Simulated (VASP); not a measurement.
# Zr3S2 (R32) in VASP: a series of runs, part 3 of 3

VASP 6.6.1. Earlier steps stand in the parts before.

**6. Single point, PBEsol**

This run uses another cell than the first one, of 22.02 Å³/atom, 1.104 times its volume.

Contents of INCAR:

```
PREC = Accurate ; ENCUT = 520
EDIFF = 1E-6 ; ISMEAR = -1
SIGMA = 0.05 ; LREAL = F
LASPH = T ; NELM = 100
ALGO = Normal ; ISIF = 2
LWAVE = F ; LCHARG = F
GGA = PS ; NBANDS = 32
```

Contents of KPOINTS:

```
regular mesh
0
Gamma
  5 5 5
```

Contents of POSCAR:

```
Zr3S2
1.0
    3.0186394916      1.7428123231      3.4877732718
   -3.0186394916      1.7428123231      3.4877732718
    0.0000000000     -3.4856246461      3.4877732718
Zr S
3 2
Direct
    0.8387270000      0.5000000000      0.1612730000
    0.5000000000      0.1612730000      0.8387270000
    0.1612730000      0.8387270000      0.5000000000
    0.6650230000      0.6650230000      0.6650230000
    0.3349770000      0.3349770000      0.3349770000
```

Potentials or basis: VASP PAW PBE potentials, release 64 (Zr_sv, S).

Started as:

```bash
$ cat potpaw_PBE.64/Zr_sv/POTCAR potpaw_PBE.64/S/POTCAR > POTCAR
$ mpirun -np 1 vasp_std > vasp.out
```

OUTCAR:

```text
PREC = Accurate
   ENCUT = 520
   EDIFF = 1E-6
   ISMEAR = -1
   LREAL = F
   LASPH = T
   NELM = 100
   ISIF = 2
   GGA = PS

 ion  position               nearest neighbor table
   1  0.839  0.500  0.161-   4 2.66   5 2.66   4 2.68   5 2.68   2 3.46   2 3.46   3 3.46   3 3.46
                             3 3.49   2 3.49   3 3.54   2 3.54
   2  0.500  0.161  0.839-   5 2.66   4 2.66   5 2.68   4 2.68   1 3.46   1 3.46   3 3.46   3 3.46
                             3 3.49   1 3.49   3 3.54   1 3.54
   3  0.161  0.839  0.500-   4 2.66   5 2.66   4 2.68   5 2.68   1 3.46   2 3.46   1 3.46   2 3.46
                             2 3.49   1 3.49   1 3.54   2 3.54
   4  0.665  0.665  0.665-   1 2.66   2 2.66   3 2.66   1 2.68   3 2.68   2 2.68
   5  0.335  0.335  0.335-   2 2.66   1 2.66   3 2.66   2 2.68   3 2.68   1 2.68

  LATTYP: Found a trigonal (rhomboedric) cell.
 ALAT       =     4.9309371898
 COS(alpha) =     0.2504621762

  Lattice vectors:

 A1 = (   3.0186394916,   1.7428123231,   3.4877732718)
 A2 = (  -3.0186394916,   1.7428123231,   3.4877732718)
 A3 = (   0.0000000000,  -3.4856246461,   3.4877732718)

Analysis of symmetry for initial positions (statically):
=====================================================================
 Subroutine PRICEL returns:
 Original cell was already a primitive cell.

 Routine SETGRP: Setting up the symmetry group for a
 trigonal (rhombohedral) supercell.

 Subroutine GETGRP returns: Found  6 space group operations
 (whereof  6 operations were pure point group operations)
 out of a pool of 12 trial point group operations.

The static configuration has the point symmetry D_3 .

Analysis of symmetry for dynamics (positions and initial velocities):
=====================================================================
 Subroutine PRICEL returns:
 Original cell was already a primitive cell.

 Routine SETGRP: Setting up the symmetry group for a
 trigonal (rhombohedral) supercell.

 Subroutine GETGRP returns: Found  6 space group operations
 (whereof  6 operations were pure point group operations)
 out of a pool of 12 trial point group operations.

The dynamic configuration has the point symmetry D_3 .

 Subroutine INISYM returns: Found  6 space group operations
 (whereof  6 operations are pure point group operations),
 and found     1 'primitive' translations

----------------------------------------------------------------------------------------

                                     Primitive cell

  volume of cell :     110.0934

  direct lattice vectors                    reciprocal lattice vectors
     3.018639492  1.742812323  3.487773272     0.165637534  0.095630875  0.095571962
    -3.018639492  1.742812323  3.487773272    -0.165637534  0.095630875  0.095571962
     0.000000000 -3.485624646  3.487773272     0.000000000 -0.191261749  0.095571962

  length of vectors
     4.930937190  4.930937190  4.930937190     0.213810796  0.213810796  0.213810796

  position of ions in fractional coordinates (direct lattice)
     0.838727000  0.500000000  0.161273000
     0.500000000  0.161273000  0.838727000
     0.161273000  0.838727000  0.500000000
     0.665023000  0.665023000  0.665023000
     0.334977000  0.334977000  0.334977000

  ion indices of the primitive-cell ions
   primitive index   ion index
[... 31 lines left out ...]

 Following reciprocal coordinates:
            Coordinates               Weight
  0.000000  0.000000  0.000000      1.000000
  0.200000  0.000000  0.000000      6.000000
  0.400000 -0.000000  0.000000      6.000000
  0.200000  0.200000  0.000000      6.000000
  0.400000  0.200000  0.000000     12.000000
 -0.400000  0.200000  0.000000     12.000000
[... 11 lines left out ...]
  0.400000  0.400000  0.400000      2.000000
 -0.400000  0.400000  0.400000      6.000000
   k-points           NKPTS =     19   k-points in BZ     NKDIM =     19   number of bands    NBANDS=     32
   number of dos      NEDOS =    301   number of ions     NIONS =      5
   total plane-waves  NPLWV =  64000
   dimension x,y,z NGX =    40 NGY =   40 NGZ =   40
   dimension x,y,z NGXF=    80 NGYF=   80 NGZF=   80
   ions per type =               3   2
   NGX,Y,Z   is equivalent  to a cutoff of  13.49, 13.49, 13.49 a.u.
   NGXF,Y,Z  is equivalent  to a cutoff of  26.97, 26.97, 26.97 a.u.
 SYSTEM =  unknown system
   PREC   = accura    normal or accurate (medium, high low for compatibility)
   ISTART =      0    job   : 0-new  1-cont  2-samecut
   ICHARG =      2    charge: 1-file 2-atom 10-const
   ISPIN  =      1    spin polarized calculation?
   LNONCOLLINEAR =      F non collinear calculations
   LSORBIT =      F    spin-orbit coupling
   LASPH  =      T    aspherical Exc in radial PAW
   ENCUT  =  520.0 eV  38.22 Ry    6.18 a.u.   9.17  9.17  9.17*2*pi/ulx,y,z
   NELM   =    100;   NELMIN=  2; NELMDL= -5     # of ELM steps
   EDIFF  = 0.1E-05   stopping-criterion for ELM
   LREAL  =      F    real-space projection
   EDIFFG = 0.1E-04   stopping-criterion for IOM
   NSW    =      0    number of steps for IOM
   IBRION =     -1    ionic relax: 0-MD 1-quasi-New 2-CG
   NFREE  =      0    steps in history (QN), initial steepest desc. (CG)
   ISIF   =      2    stress and relaxation
   ISYM   =      2    0-nonsym 1-usesym 2-fastsym
   POTIM  = 0.5000    time-step for ionic-motion
   TEBEG  =    0.0;   TEEND  =   0.0 temperature during run
   PSTRESS=    0.0 pullay stress
   NELECT =      48.0000    total number of electrons
   NUPDOWN=      -1.0000    fix difference up-down
   EMIN   =  10.00;   EMAX   =-10.00  energy-range for DOS
   EFERMI =   0.00;   METHOD = LEGACY
   ISMEAR =    -1;   SIGMA  =   0.05  broadening in eV -4-tet -1-fermi 0-gaus
   EFERMI_NEDOS =   21; number of points for ismear=-14 and -15
   IALGO  =     38    algorithm
   IMIX   =      4    mixing-type and parameters
     AMIX     =   0.40;   BMIX     =  1.00
     AMIX_MAG =   1.60;   BMIX_MAG =  1.00
  volume/ion in A,a.u.               =      22.02       148.59
  Fermi-wavevector in a.u.,A,eV,Ry     =   1.241371  2.345850 20.966591  1.541001
  Thomas-Fermi vector in A             =   2.375771
   LORBIT       =      0    0 simple, 1 ext, 2 COOP (PROOUT), +10 PAW based schemes
   GGA     = PS    functional components
   LHFCALC =     F    Hartree Fock is set to
   AEXX    =    0.0000 exact exchange contribution
   IVDW    =     0    specifies the selected vdW correction
   LEPSILON=     F    determine dielectric tensor
   LRPA    =     F    only Hartree local field effects (RPA)
 non-spin polarized calculation
  energy-cutoff  :      520.00
  volume of cell :      110.09
 maximum number of plane-waves:      2978
 NGX is ok and might be reduce to    40
   NGX = 19   NGY = 19   NGZ = 19

 number of electron      48.0000002 magnetization

 Free energy of the ion-electron system (eV)
  ---------------------------------------------------
  ext. energy  EPLUGINS =         0.00000000
  ---------------------------------------------------
  free energy    TOTEN  =       -41.41299165 eV

  energy without entropy =      -41.39129402  energy(sigma->0) =      -41.40214284

 E-fermi :   7.9121     XC(G=0): -10.6852

 val. band max:        7.9039314914   @ k =   0.2000   0.2000   0.2000
 cond. band min:       8.0170604463   @ k =   0.0000   0.0000   0.0000
 fundamental gap:      0.1131289548
 Fermi energy:         7.9120733214

 k-point     1 :       0.0000    0.0000    0.0000
  band No.  band energies     occupation
      1     -41.3171      2.00000
      2     -41.2651      2.00000
      3     -41.2651      2.00000
      4     -19.4711      2.00000
      5     -19.4711      2.00000
      6     -19.4223      2.00000
[... 654 lines left out ...]
     31      10.4267      0.00000
     32      10.6994      0.00000

------------------------ aborting loop because EDIFF is reached ----------------------------------------

  FORCE on cell =-STRESS in cart. coord.  units (eV):
  Direction    XX          YY          ZZ          XY          YZ          ZX
  --------------------------------------------------------------------------------------
  -------------------------------------------------------------------------------------
  Total       -8.7892319     -8.7892319     -7.1305205      0.0000000     -0.0000000      0.0000000
  in kB     -127.9087156   -127.9087156   -103.7696733      0.0000000     -0.0000000      0.0000000
  external PRESSURE =    -119.8623681 kB  Pullay stress =       0.0000000 kB

 VOLUME and BASIS-vectors are now :
 -----------------------------------------------------------------------------
  energy-cutoff  :      520.00
  volume of cell :      110.09
      direct lattice vectors                 reciprocal lattice vectors
     3.018639492  1.742812323  3.487773272     0.165637534  0.095630875  0.095571962
    -3.018639492  1.742812323  3.487773272    -0.165637534  0.095630875  0.095571962
     0.000000000 -3.485624646  3.487773272     0.000000000 -0.191261749  0.095571962

 POSITION                                       TOTAL-FORCE (eV/Angst)
 -----------------------------------------------------------------------------------
      1.02249      1.77101      5.23166        -0.166794     -0.288895      0.000000
      1.02249     -1.77101      5.23166        -0.166794      0.288895      0.000000
     -2.04499      0.00000      5.23166         0.333587      0.000000     -0.000000
      0.00000      0.00000      6.95835        -0.000000      0.000000      0.033306
      0.00000      0.00000      3.50497        -0.000000     -0.000000     -0.033306
 -----------------------------------------------------------------------------------
    total drift:                               -0.000000     -0.000000      0.000000

  FREE ENERGIE OF THE ION-ELECTRON SYSTEM (eV)
  ---------------------------------------------------
  free  energy   TOTEN  =       -41.4129916515 eV

  energy  without entropy=      -41.3912940237  energy(sigma->0) =      -41.40214284
```

stdout:

```text
POSCAR found type information on POSCAR ZrS
 POSCAR found :  2 types and       5 ions
 scaLAPACK will be used
 -----------------------------------------------------------------------------
|                                                                             |
|                                                                             |
|     You enforced a specific xc type in the INCAR file but a different       |
|     I HOPE YOU KNOW WHAT YOU ARE DOING!                                     |
|                                                                             |
 -----------------------------------------------------------------------------

 LDA part: xc-table for (Slater+PW92), standard interpolation
 POSCAR, INCAR and KPOINTS ok, starting setup
 FFT: planning ... GRIDC
 FFT: planning ... GRID_SOFT
 FFT: planning ... GRID
 WAVECAR not read
 entering main loop
```

It took 62 s on 1 thread of Intel Xeon Platinum 8488C (Sapphire Rapids), shared host; peak memory 0.25 GiB.

Results:

| Property | Result |
| --- | --- |
| Free energy | -41.4130 eV |
| Pressure | -12.0 GPa |
| Largest force | 0.334 eV/Å |
| Band gap on the k mesh | zero (band 24 reaches 8.02 eV, above the bottom of band 25 at 7.81 eV) |

Forces in eV/Å, atoms in the order of the input:
```
Zr  -0.167 -0.289  0.000
Zr  -0.167  0.289  0.000
Zr   0.334  0.000  0.000
S    0.000  0.000  0.033
S    0.000  0.000 -0.033
```

Caveat: the PAW data sets were made with another functional, which shifts forces and pressure a little.

**7. Summary**

| cell | gap on the mesh (eV) | pressure (GPa) | largest force (eV/Å) |
| --- | --- | --- | --- |
| a = 4.814 Å, angles 73.3°, 5 atoms | none | -2.7 | 0.08 |
| a = 4.837 Å, angles 73.7°, 5 atoms | none | -4.9 | 0.14 |
| a = 4.860 Å, angles 74.2°, 5 atoms | none | -7.0 | 0.19 |
| a = 4.884 Å, angles 74.6°, 5 atoms | none | -8.8 | 0.24 |
| a = 4.931 Å, angles 75.5°, 5 atoms | none | -12.0 | 0.33 |

Alike in all rows: task single point; level PBEsol; potentials or basis VASP PAW PBE potentials, release 64 (Zr_sv, S); no spin polarisation; k mesh 5 × 5 × 5; cutoff (eV) 520; smearing fermi-dirac 0.05 eV.

Caveats: the PAW data sets were made with another functional, which shifts forces and pressure a little.

Total energies depend on the potentials used, so only differences within one code and one set of settings carry meaning.
